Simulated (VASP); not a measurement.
A run of VASP 6.6.1 is set up as follows.

INCAR

```
SYSTEM = Sn
PREC = Accurate
ENCUT = 600
EDIFF = 1E-6
ISMEAR = 0
SIGMA = 0.1
LREAL = .FALSE.
LASPH = .TRUE.
NELM = 60
ALGO = Fast
ISIF = 3
LWAVE = .FALSE.
LCHARG = .FALSE.
GGA = PE
IBRION = 2
NSW = 100
EDIFFG = -0.01
```

File KPOINTS:

```
regular mesh
0
G
  12 12 10
  0 0 0
```

File POSCAR:

```
Sn
1.0
    4.7488575758      0.0000000000      0.0000000000
   -2.3744287879      4.1126312996      0.0000000000
    0.0000000000      0.0000000000      5.0647737708
Sn
3
Direct
    0.0000000000      0.5000000000      0.3333333333
    0.5000000000      0.5000000000      0.6666666667
    0.5000000000      0.0000000000      0.0000000000
```

Potentials or basis: VASP PAW PBE potentials, release 64 (Sn_d).

Launch:

```bash
$ cat potpaw_PBE.64/Sn_d/POTCAR > POTCAR
$ mpirun -np 1 vasp_std > vasp.out
```

(1) What does it give for the space group after relaxing (to 0.1 Å)?

(2) Estimate the band gap on the k mesh.

(3) What does it give for the relaxed cell?

(4) Estimate the relaxed volume.

Results:

(1) P6_422 (No. 181).

(2) zero (bands 21 and 22 overlap by 0.61 eV).

(3) a = 4.747 Å, b = 4.747 Å, c = 5.063 Å, α = 90.00°, β = 90.00°, γ = 120.00°.

(4) 32.93 Å³/atom.

Caveat: spin-orbit coupling is left out, which moves the levels of the heavy elements.
